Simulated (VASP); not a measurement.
A run of VASP 6.6.1 is set up as follows.

The input INCAR:

```
PREC = Accurate
ENCUT = 600
EDIFF = 1E-7
ISMEAR = 1
SIGMA = 0.1
LREAL = F
LASPH = T
NELM = 120
ALGO = Normal
ISIF = 8
LWAVE = F
LCHARG = F
GGA = PE
IBRION = 2
NSW = 80
EDIFFG = -0.02
GGA_COMPAT = F
NELMIN = 4
```

The input KPOINTS:

```
Automatic mesh
0
Gamma
  6 6 9
```

File POSCAR:

```
TaN
1.0
    5.1910000000      0.0000000000      0.0000000000
   -2.5955000000      4.4955378710      0.0000000000
    0.0000000000      0.0000000000      2.9080000000
Ta N
3 3
Direct
    0.0000000000      0.0000000000      0.0000000000
    0.3333333333      0.6666666667      0.5000000000
    0.6666666667      0.3333333333      0.5000000000
    0.5000000000      0.0000000000      0.0000000000
    0.0000000000      0.5000000000      0.0000000000
    0.5000000000      0.5000000000      0.0000000000
```

Potentials or basis: VASP PAW PBE potentials, release 64 (Ta_pv, N).

Command:

```bash
$ cat potpaw_PBE.64/Ta_pv/POTCAR potpaw_PBE.64/N/POTCAR > POTCAR
$ mpirun -np 1 vasp_std > vasp.out
```

**Question.** What does it give for the relaxed cell?

**Answer.** a = 5.248 Å, b = 5.248 Å, c = 2.940 Å, α = 90.00°, β = 90.00°, γ = 120.00°.

**Question.** Estimate the band gap on the k mesh.

**Answer.** Zero (band 24 reaches 8.62 eV, above the bottom of band 25 at 6.67 eV).

**Question.** Estimate the relaxed volume.

**Answer.** 11.69 Å³/atom.

The path:
| step | energy change (eV) | largest force (eV/Å) | pressure (GPa) | volume (Å³) |
| --- | --- | --- | --- | --- |
| 1 | 0.0000 | 0.0000 | 10.38 | 67.86 |
| 2 | 0.2537 | 0.0000 | -18.53 | 75.32 |
| 3 | -0.0697 | 0.0000 | -0.24 | 70.14 |

Caveat: spin-orbit coupling is left out, which moves the levels of the heavy elements. Zero-point motion and thermal expansion aren't in these numbers.
